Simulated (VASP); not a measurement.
Here is a VASP 6.6.1 calculation.

INCAR

```
ALGO = Fast ; EDIFF = 1E-7
ENCUT = 520 ; GGA = PS
ISIF = 2 ; ISMEAR = 0
LASPH = True ; LCHARG = False
LREAL = False ; LWAVE = False
NBANDS = 30 ; NELM = 100
PREC = Accurate ; SIGMA = 0.1
```

Contents of KPOINTS:

```
k-points
0
Gamma
  24 24 6
```

Contents of POSCAR:

```
Ag
1.0
    2.8674622173      0.0000000000      0.0000000000
   -1.4337311086      2.4832951245      0.0000000000
    0.0000000000      0.0000000000      9.3650804782
Ag
4
Direct
    0.0000000000      0.0000000000      0.0000000000
    0.0000000000      0.0000000000      0.5000000000
    0.3333333333      0.6666666667      0.2500000000
    0.6666666667      0.3333333333      0.7500000000
```

Potentials or basis: VASP PAW PBE potentials, release 64 (Ag).

Run with:

```console
$ cat potpaw_PBE.64/Ag/POTCAR > POTCAR
$ mpirun -np 1 vasp_std > vasp.out
```

What does it give for the band gap on the k mesh?

Zero (bands 22 and 23 overlap by 6.58 eV).

Predict the pressure.

-0.3 GPa.

Stress tensor (GPa, compression positive):
```
-0.38  0.00  0.00
 0.00 -0.38  0.00
 0.00  0.00 -0.03
```

Caveat: the PAW data sets were made with another functional, which shifts forces and pressure a little.
